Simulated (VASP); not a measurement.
Runs of VASP 6.6.1 on Co. Symmetry: Fm-3m, No. 225, cubic system. Conventional cell: a = 3.628 Å, b = 3.628 Å, c = 3.628 Å, α = 90.00°, β = 90.00°, γ = 90.00°. Within 3.4 Å of Co (site symmetry m-3m) lie 12 Co at 2.57 Å. 

```csv
spin,fixed moment (μB),pressure (GPa),moment (μB)
"collinear, ferromagnetic start",3.4,37.1,3.40
"collinear, ferromagnetic start",1.7,-15.3,1.70
"collinear, zero start",0.0,(b),0.00
"collinear, ferromagnetic start",-,-15.7,1.68
"collinear, ferromagnetic start",2.12,(c),2.12
"collinear, ferromagnetic start",0.85,-23.0,0.85
"collinear, ferromagnetic start",0.42,(a),0.42
```

Alike in all rows: task single point; level PBE; potentials or basis VASP PAW PBE potentials, release 64 (Co); cell as given; k mesh 11 × 11 × 11; cutoff (eV) 520; smearing fermi-dirac 0.1 eV.

Problem. Estimate the missing entries.

Solution. (a) -25.0; (b) -25.5; (c) -8.5.

Caveats: the total moment is fixed, so each spin has its own Fermi level (some runs).
